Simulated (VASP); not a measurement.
# BAs: single point with PBE

The system is BAs.

```
CELL_PARAMETERS angstrom
1.59653 0.92176 2.78038
-1.59653 0.92176 2.78038
0.00000 -1.84351 2.78038
ATOMIC_POSITIONS crystal
B 0.00000 0.00000 0.00000
As 0.50000 0.50000 0.50000
```

The cell was generated, and may not be a known phase.

```json
{"Program": "VASP 6.6.1", "Task": "single point", "Functional": "PBE", "Potentials or basis": "VASP PAW PBE potentials, release 64 (B, As)", "Cutoff": "520 eV", "k mesh": "6 × 6 × 6", "Occupations": "gaussian, width 0.1 eV", "Spin": "no spin polarisation"}
```

```json
{
 "Pressure": "0.5 GPa",
 "Band gap on the k mesh": "zero (bands 4 and 5 overlap by 5.08 eV)"
}
```

Stress tensor (GPa, compression positive):
```
0.59 0.00 0.00
0.00 0.59 0.00
0.00 0.00 0.37
```

Levels at points of the mesh, in eV from the Fermi level:
| k point | band 1 | band 2 | band 3 | band 4 | band 5 | band 6 | band 7 | band 8 | band 9 |
| --- | --- | --- | --- | --- | --- | --- | --- | --- | --- |
| (0.00, 0.00, 0.00) | -15.87 | -0.85 | 0.46 | 0.46 | 3.21 | 7.58 | 7.58 | 8.03 | 8.24 |
| (0.50, 0.00, 0.00) | -11.95 | -9.55 | 0.67 | 0.92 | 1.21 | 1.43 | 3.94 | 5.27 | 13.40 |
| (0.50, 0.50, 0.00) | -10.67 | -7.84 | -4.10 | -3.39 | -3.23 | 3.80 | 10.37 | 10.61 | 12.55 |
| (0.50, 0.50, 0.50) | -12.55 | -9.95 | 1.55 | 1.55 | 1.97 | 1.97 | 4.94 | 6.29 | 13.39 |

Run time: 10 s on 1 thread of Intel(R) Xeon(R) Platinum 8259CL CPU @ 2.50GHz (Skylake/Cascade Lake) (shared host), peak memory 0.16 GiB.

Caveat: the k points lie up to 0.40 Å⁻¹ apart, too coarse for converged energies and pressures of a metal.
